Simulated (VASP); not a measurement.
A run of VASP 6.6.1 is set up as follows.

File INCAR:

```
SYSTEM = As
ALGO = Normal
DIPOL = 0.5 0.5 0.500
EDIFF = 1E-7
EFERMI = MIDGAP
ENCUT = 500
GGA = PS
GGA_COMPAT = .FALSE.
IDIPOL = 3
ISMEAR = 0
LASPH = .TRUE.
LCHARG = .FALSE.
LDIPOL = .TRUE.
LREAL = .FALSE.
LWAVE = .FALSE.
NBANDS = 24
NELM = 120
NELMDL = -8
PREC = Accurate
SIGMA = 0.03
```

Contents of KPOINTS:

```
Automatic mesh
0
Gamma
  6 8 1
  0 0 0
```

The input KPOINTS_OPT:

```
path GXSYGZURTZ,YT,UX,SR
32
line-mode
reciprocal
 0.0000000000  0.0000000000  0.0000000000  G
 0.0000000000 -0.5000000000  0.0000000000  X

 0.0000000000 -0.5000000000  0.0000000000  X
-0.5000000000 -0.5000000000  0.0000000000  S

-0.5000000000 -0.5000000000  0.0000000000  S
-0.5000000000  0.0000000000  0.0000000000  Y

-0.5000000000  0.0000000000  0.0000000000  Y
 0.0000000000  0.0000000000  0.0000000000  G

 0.0000000000  0.0000000000  0.0000000000  G
 0.0000000000  0.0000000000 -0.5000000000  Z

 0.0000000000  0.0000000000 -0.5000000000  Z
 0.0000000000 -0.5000000000 -0.5000000000  U

 0.0000000000 -0.5000000000 -0.5000000000  U
-0.5000000000 -0.5000000000 -0.5000000000  R

-0.5000000000 -0.5000000000 -0.5000000000  R
-0.5000000000  0.0000000000 -0.5000000000  T

-0.5000000000  0.0000000000 -0.5000000000  T
 0.0000000000  0.0000000000 -0.5000000000  Z

-0.5000000000  0.0000000000  0.0000000000  Y
-0.5000000000  0.0000000000 -0.5000000000  T

 0.0000000000 -0.5000000000 -0.5000000000  U
 0.0000000000 -0.5000000000  0.0000000000  X

-0.5000000000 -0.5000000000  0.0000000000  S
-0.5000000000 -0.5000000000 -0.5000000000  R
```

Contents of POSCAR:

```
As
1.0
    4.4700000000      0.0000000000      0.0000000000
    0.0000000000     -3.6500000000      0.0000000000
    0.0000000000      0.0000000000    -18.4200000000
As
4
Direct
    0.0000000000      0.0000000000      0.4343105320
    0.1200000000      0.0000000000      0.5656894680
    0.5000000000      0.5000000000      0.5656894680
    0.6200000000      0.5000000000      0.4343105320
```

Potentials or basis: VASP PAW PBE potentials, release 64 (As).

Run with:

```console
$ cat potpaw_PBE.64/As/POTCAR > POTCAR
$ mpirun -np 1 vasp_std > vasp.out
```

**Question.** Predict the largest force.

**Answer.** 0.130 eV/Å.

**Question.** Estimate the band gap along the path.

**Answer.** 0.14 eV (least direct gap 0.50 eV).

Levels at the corners of the path, in eV from the Fermi level:
```tsv
point	band 6	band 7	band 8	band 9	band 10	band 11	band 12	band 13	band 14	band 15
Γ	-4.39	-3.24	-2.29	-1.57	-0.33	0.18	1.79	2.49	3.19	3.71
X	-3.74	-2.55	-2.55	-2.24	-2.24	0.77	0.77	1.10	1.10	2.56
X	-3.74	-2.55	-2.55	-2.24	-2.24	0.77	0.77	1.10	1.10	2.56
S	-5.46	-4.48	-4.48	-2.00	-2.00	2.27	2.27	4.57	4.57	5.12
S	-5.46	-4.48	-4.48	-2.00	-2.00	2.27	2.27	4.57	4.57	5.12
Y	-3.25	-2.05	-2.05	-0.85	-0.85	1.27	1.27	2.34	2.34	2.44
Y	-3.25	-2.05	-2.05	-0.85	-0.85	1.27	1.27	2.34	2.34	2.44
Γ	-4.39	-3.24	-2.29	-1.57	-0.33	0.18	1.79	2.49	3.19	3.71
Γ	-4.39	-3.24	-2.29	-1.57	-0.33	0.18	1.79	2.49	3.19	3.71
Z	-4.39	-3.24	-2.29	-1.57	-0.33	0.18	1.79	2.49	3.19	3.81
Z	-4.39	-3.24	-2.29	-1.57	-0.33	0.18	1.79	2.49	3.19	3.81
U	-3.74	-2.55	-2.55	-2.24	-2.24	0.77	0.77	1.10	1.10	2.56
U	-3.74	-2.55	-2.55	-2.24	-2.24	0.77	0.77	1.10	1.10	2.56
R	-5.46	-4.48	-4.48	-2.00	-2.00	2.27	2.27	4.57	4.57	5.12
R	-5.46	-4.48	-4.48	-2.00	-2.00	2.27	2.27	4.57	4.57	5.12
T	-3.25	-2.05	-2.05	-0.85	-0.85	1.27	1.27	2.34	2.34	2.44
T	-3.25	-2.05	-2.05	-0.85	-0.85	1.27	1.27	2.34	2.34	2.44
Z	-4.39	-3.24	-2.29	-1.57	-0.33	0.18	1.79	2.49	3.19	3.81
Y	-3.25	-2.05	-2.05	-0.85	-0.85	1.27	1.27	2.34	2.34	2.44
T	-3.25	-2.05	-2.05	-0.85	-0.85	1.27	1.27	2.34	2.34	2.44
U	-3.74	-2.55	-2.55	-2.24	-2.24	0.77	0.77	1.10	1.10	2.56
X	-3.74	-2.55	-2.55	-2.24	-2.24	0.77	0.77	1.10	1.10	2.56
S	-5.46	-4.48	-4.48	-2.00	-2.00	2.27	2.27	4.57	4.57	5.12
R	-5.46	-4.48	-4.48	-2.00	-2.00	2.27	2.27	4.57	4.57	5.12
```

Caveat: the PAW data sets were made with another functional, which shifts forces and pressure a little.
